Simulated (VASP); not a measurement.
A run of VASP 6.6.1 is set up as follows.

The input INCAR:

```
SYSTEM = CdH2O2
PREC     = Accurate       ! precision mode
ENCUT    = 520            ! plane-wave cutoff, eV
EDIFF    = 1E-7           ! SCF threshold, eV
ISMEAR   = 0              ! smearing method
SIGMA    = 0.01           ! smearing width, eV
LREAL    = .False.        ! projectors in reciprocal space
LASPH    = .True.         ! aspherical terms in the spheres
NELM     = 60             ! most SCF steps
ALGO     = Normal         ! electronic algorithm
ISIF     = 2              ! what is computed and relaxed
LWAVE    = .False.        ! write WAVECAR
LCHARG   = .False.        ! write CHGCAR
GGA      = PS             ! functional
IVDW     = 12             ! dispersion correction
NBANDS   = 21             ! bands
```

File KPOINTS:

```
Automatic mesh
0
Gamma
  6 6 4
  0 0 0
```

POSCAR

```
CdH2O2
1.0
    3.5155260000      0.0000000000      0.0000000000
   -1.7577630000      3.0445350000      0.0000000000
    0.0000000000      0.0000000000      4.6429790000
Cd H O
1 2 2
Direct
    0.0000000000      0.0000000000      0.0000000000
    0.6666666667      0.3333333333      0.5509610000
    0.3333333333      0.6666666667      0.4490390000
    0.6666666667      0.3333333333      0.7593720000
    0.3333333333      0.6666666667      0.2406280000
```

Potentials or basis: VASP PAW PBE potentials, release 64 (Cd, H, O).

Run with:

```console
$ cat potpaw_PBE.64/Cd/POTCAR potpaw_PBE.64/H/POTCAR potpaw_PBE.64/O/POTCAR > POTCAR
$ mpirun -np 1 vasp_std > vasp.out
```

(1) Predict the band gap on the k mesh.

(2) Predict the largest force.

(3) Estimate the dispersion energy per atom.

(4) Estimate the pressure.

Answers

(1) 1.60 eV (least direct gap 1.95 eV).

(2) 0.711 eV/Å.

(3) -0.100 eV.

(4) -1.4 GPa.

Caveat: the PAW data sets were made with another functional, which shifts forces and pressure a little.
